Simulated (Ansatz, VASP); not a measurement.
## Ta8N7: VASP beside Ansatz

```
Ta N
1.0
     0.00000    4.35800    4.35800
     4.35800    0.00000    4.35800
     4.35800    4.35800    0.00000
Ta N
8 7
Direct
  0.25000 0.25000 0.25000
  0.23400 0.23400 0.76600
  0.23400 0.76600 0.23400
  0.23400 0.76600 0.76600
  0.76600 0.23400 0.23400
  0.76600 0.23400 0.76600
  0.76600 0.76600 0.23400
  0.75000 0.75000 0.75000
  0.00000 0.00000 0.50000
  0.00000 0.50000 0.00000
  0.00000 0.50000 0.50000
  0.50000 0.00000 0.00000
  0.50000 0.00000 0.50000
  0.50000 0.50000 0.00000
  0.50000 0.50000 0.50000
```

Alike in both runs: functional PBE; k mesh 3 × 3 × 3; occupations fermi-dirac, width 0.15 eV; no spin polarisation.

Ansatz relaxed the structure, and its values are those at the end. VASP's run is a single point on that final structure, the one shown.

|  | VASP | Ansatz |
| --- | --- | --- |
| version | VASP 6.6.1 | Ansatz 0.2.0 |
| potentials or method | VASP PAW PBE potentials, release 64 (Ta_pv, N) | plane waves, PAW |
| plane-wave cutoff (eV) | 520 | 420 |
| valence electrons in the cell | 123 | 139 |

```tsv
	VASP	Ansatz	Ansatz less VASP
gap on the k mesh at the Fermi level (eV)	none	none	-
rms of the force components (eV/Å)	0.007	0.001	-0.0064
```

A gap of «none» marks a metal or a gap that the smearing closes. VASP's potentials hold 123 valence electrons a cell and Ansatz's 139, so a difference there can come from the potentials and not from the codes.

The k mesh is coarse, so the values compare programs but aren't converged. Spin-orbit coupling is off throughout.
